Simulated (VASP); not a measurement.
Here is a VASP 6.6.1 calculation.

The input INCAR:

```
SYSTEM = Ti
PREC = Accurate
ENCUT = 520
EDIFF = 1E-7
ISMEAR = 0
SIGMA = 0.15
LREAL = .FALSE.
LASPH = .TRUE.
NELM = 100
ALGO = Fast
ISIF = 2
LWAVE = .FALSE.
LCHARG = .FALSE.
GGA = PS
NBANDS = 19
```

File KPOINTS:

```
Automatic mesh
0
G
  18 18 18
  0 0 0
```

Contents of POSCAR:

```
Ti
1.0
    0.0000000000     -3.2102321259      0.0000000000
   -3.2102321259      0.0000000000      0.0000000000
    0.0000000000      0.0000000000     -3.2102321259
Ti
2
Direct
    0.5000000000      0.5000000000      0.4454868081
    0.0000000000      0.0000000000      0.0545131919
```

Potentials or basis: VASP PAW PBE potentials, release 64 (Ti_sv).

The run is started by

```sh
$ cat potpaw_PBE.64/Ti_sv/POTCAR > POTCAR
$ mpirun -np 1 vasp_std > vasp.out
```

(1) What does it give for the band gap on the k mesh?

(2) Estimate the largest force.

(3) Estimate the pressure.

Answers

(1) zero (bands 12 and 13 overlap by 1.70 eV).

(2) 1.698 eV/Å.

(3) 2.5 GPa.

Caveat: the cell differs from its parent crystal (atoms displaced along a vibrational mode); the PAW data sets were made with another functional, which shifts forces and pressure a little.
